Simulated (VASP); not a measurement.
# Pd (P6_3/mmc) in VASP: a series of runs, part 2 of 2

VASP 6.6.1.

## (5) Single point, RPBE (volume scaled by 1.12)

INCAR reads:

```
ALGO = Normal
EDIFF = 1E-6
ENCUT = 520
GGA = RP
ISIF = 2
ISMEAR = -1
LASPH = True
LCHARG = False
LREAL = False
LWAVE = False
NBANDS = 28
NELM = 60
PREC = Accurate
SIGMA = 0.1
```

KPOINTS reads:

```
k-points
0
Gamma
  14 14 4
```

POSCAR reads:

```
Pd
1.0
    2.9186930025      0.0000000000      0.0000000000
   -1.4593465013      2.5276622860      0.0000000000
    0.0000000000      0.0000000000      9.6183992648
Pd
4
Direct
    0.0000000000      0.0000000000      0.0000000000
    0.0000000000      0.0000000000      0.5000000000
    0.3333333333      0.6666666667      0.2500000000
    0.6666666667      0.3333333333      0.7500000000
```

Potentials or basis: VASP PAW PBE potentials, release 64 (Pd).

Command:

```sh
> cat potpaw_PBE.64/Pd/POTCAR > POTCAR
> mpirun -np 1 vasp_std > vasp.out
```

OUTCAR:

```text
EDIFF = 1E-6
   ENCUT = 520
   GGA = RP
   ISIF = 2
   ISMEAR = -1
   LASPH = True
   LREAL = False
   NELM = 60
   PREC = Accurate

 ion  position               nearest neighbor table
   1  0.000  0.000  0.000-   3 2.94   4 2.94   4 2.94   3 2.94   4 2.94   3 2.94
   2  0.000  0.000  0.500-   3 2.94   4 2.94   4 2.94   3 2.94   4 2.94   3 2.94
   3  0.333  0.667  0.250-   1 2.94   2 2.94   1 2.94   2 2.94   1 2.94   2 2.94
   4  0.667  0.333  0.750-   1 2.94   2 2.94   1 2.94   2 2.94   1 2.94   2 2.94

  LATTYP: Found a hexagonal cell.
 ALAT       =     2.9186930025
 C/A-ratio  =     3.2954473994

  Lattice vectors:

 A1 = (   2.9186930025,   0.0000000000,   0.0000000000)
 A2 = (  -1.4593465013,   2.5276622860,   0.0000000000)
 A3 = (   0.0000000000,   0.0000000000,   9.6183992648)

Analysis of symmetry for initial positions (statically):
=====================================================================
 Subroutine PRICEL returns:
 Original cell was already a primitive cell.

 Routine SETGRP: Setting up the symmetry group for a
 hexagonal supercell.

 Subroutine GETGRP returns: Found 24 space group operations
 (whereof 12 operations were pure point group operations)
 out of a pool of 24 trial point group operations.

The static configuration has the point symmetry D_3d.
 The point group associated with its full space group is D_6h.

Analysis of symmetry for dynamics (positions and initial velocities):
=====================================================================
 Subroutine PRICEL returns:
 Original cell was already a primitive cell.

 Routine SETGRP: Setting up the symmetry group for a
 hexagonal supercell.

 Subroutine GETGRP returns: Found 24 space group operations
 (whereof 12 operations were pure point group operations)
 out of a pool of 24 trial point group operations.

The dynamic configuration has the point symmetry D_3d.
 The point group associated with its full space group is D_6h.
[... 115 lines left out ...]
   NUPDOWN=      -1.0000    fix difference up-down
   EMIN   =  10.00;   EMAX   =-10.00  energy-range for DOS
   EFERMI =   0.00;   METHOD = LEGACY
   ISMEAR =    -1;   SIGMA  =   0.10  broadening in eV -4-tet -1-fermi 0-gaus
   EFERMI_NEDOS =   21; number of points for ismear=-14 and -15
   IALGO  =     38    algorithm
   IMIX   =      4    mixing-type and parameters
     AMIX     =   0.40;   BMIX     =  1.00
     AMIX_MAG =   1.60;   BMIX_MAG =  1.00
  volume/ion in A,a.u.               =      17.74       119.71
  Fermi-wavevector in a.u.,A,eV,Ry     =   1.352357  2.555584 24.883286  1.828870
  Thomas-Fermi vector in A             =   2.479703
   LORBIT       =      0    0 simple, 1 ext, 2 COOP (PROOUT), +10 PAW based schemes
   GGA     = RP    functional components
   LHFCALC =     F    Hartree Fock is set to
   AEXX    =    0.0000 exact exchange contribution
   IVDW    =     0    specifies the selected vdW correction
   LEPSILON=     F    determine dielectric tensor
   LRPA    =     F    only Hartree local field effects (RPA)
 non-spin polarized calculation
  energy-cutoff  :      520.00
  volume of cell :       70.96
 maximum number of plane-waves:      1960
 NGX is ok and might be reduce to    24
   NGX = 11   NGY = 11   NGZ = 35

 number of electron      40.0000001 magnetization

 Free energy of the ion-electron system (eV)
  ---------------------------------------------------
  ext. energy  EPLUGINS =         0.00000000
  ---------------------------------------------------
  free energy    TOTEN  =       -18.28005749 eV

  energy without entropy =      -17.96677428  energy(sigma->0) =      -18.12341589

 E-fermi :   7.1263     XC(G=0): -11.9380

 val. band max:        7.1252771145   @ k =   0.2857   0.2857   0.5000
 cond. band min:       7.1263262906   @ k =   0.4286   0.0000   0.5000
 fundamental gap:      0.0010491761
 Fermi energy:         7.1262867023

 k-point     1 :       0.0000    0.0000    0.0000
  band No.  band energies     occupation
      1       1.3308      2.00000
      2       2.8095      2.00000
      3       2.8147      2.00000
      4       3.0951      2.00000
      5       4.9576      2.00000
      6       4.9793      2.00000
[... 733 lines left out ...]
     27      14.6494      0.00000
     28      15.7236      0.00000

 [... further k-points ...]
[... 5 lines left out ...]
  --------------------------------------------------------------------------------------
  -------------------------------------------------------------------------------------
  Total       -5.2804198     -5.2804198     -5.4126744      0.0000000     -0.0000000      0.0000000
  in kB     -119.2253947   -119.2253947   -122.2115415      0.0000000     -0.0000000      0.0000000
  external PRESSURE =    -120.2207770 kB  Pullay stress =       0.0000000 kB

 VOLUME and BASIS-vectors are now :
 -----------------------------------------------------------------------------
  energy-cutoff  :      520.00
  volume of cell :       70.96
      direct lattice vectors                 reciprocal lattice vectors
     2.918693002  0.000000000  0.000000000     0.342619110  0.197811236  0.000000000
    -1.459346501  2.527662286  0.000000000     0.000000000  0.395622471  0.000000000
     0.000000000  0.000000000  9.618399265     0.000000000  0.000000000  0.103967404

 POSITION                                       TOTAL-FORCE (eV/Angst)
 -----------------------------------------------------------------------------------
      0.00000      0.00000      0.00000         0.000000      0.000000     -0.000000
      0.00000      0.00000      4.80920         0.000000      0.000000     -0.000000
     -0.00000      1.68511      2.40460         0.000000      0.000000      0.000000
      1.45935      0.84255      7.21380        -0.000000      0.000000     -0.000000
 -----------------------------------------------------------------------------------
    total drift:                               -0.000000      0.000000      0.000000

  FREE ENERGIE OF THE ION-ELECTRON SYSTEM (eV)
  ---------------------------------------------------
  free  energy   TOTEN  =       -18.2800574945 eV

  energy  without entropy=      -17.9667742826  energy(sigma->0) =      -18.12341589
```

stdout:

```text
POSCAR found type information on POSCAR Pd
 POSCAR found :  1 types and       4 ions
 scaLAPACK will be used
 -----------------------------------------------------------------------------
|                                                                             |
|                                                                             |
|     You enforced a specific xc type in the INCAR file but a different       |
|     I HOPE YOU KNOW WHAT YOU ARE DOING!                                     |
|                                                                             |
 -----------------------------------------------------------------------------

 LDA part: xc-table for (Slater+PW92), standard interpolation
 POSCAR, INCAR and KPOINTS ok, starting setup
 FFT: planning ... GRIDC
 FFT: planning ... GRID_SOFT
 FFT: planning ... GRID
 WAVECAR not read
 entering main loop
```

It took 76 s on 1 thread of Intel Xeon 6975P-C, shared host; peak memory 0.26 GiB.

Results:

```yaml
Free_energy: -18.2801 eV
Pressure: -12.0 GPa
Band_gap_on_the_k_mesh: zero (band 20 reaches 7.23 eV, above the bottom of band 21 at 6.56 eV)
```

Caveat: the PAW data sets were made with another functional, which shifts forces and pressure a little.

## (6) The runs side by side

| cell | gap on the mesh (eV) | pressure (GPa) |
| --- | --- | --- |
| a = 2.810, b = 2.810, c = 9.262 Å, angles 90.0, 90.0, 120.0°, 4 atoms | none | -0.2 |
| a = 2.847, b = 2.847, c = 9.384 Å, angles 90.0, 90.0, 120.0°, 4 atoms | none | -5.3 |
| a = 2.884, b = 2.884, c = 9.503 Å, angles 90.0, 90.0, 120.0°, 4 atoms | none | -9.1 |
| a = 2.919, b = 2.919, c = 9.618 Å, angles 90.0, 90.0, 120.0°, 4 atoms | none | -12.0 |

Alike in all rows: task single point; level RPBE; potentials or basis VASP PAW PBE potentials, release 64 (Pd); no spin polarisation; k mesh 14 × 14 × 4; cutoff (eV) 520; smearing fermi-dirac 0.1 eV.

Caveats: the PAW data sets were made with another functional, which shifts forces and pressure a little.

Total energies depend on the potentials used, so only differences within one code and one set of settings carry meaning.
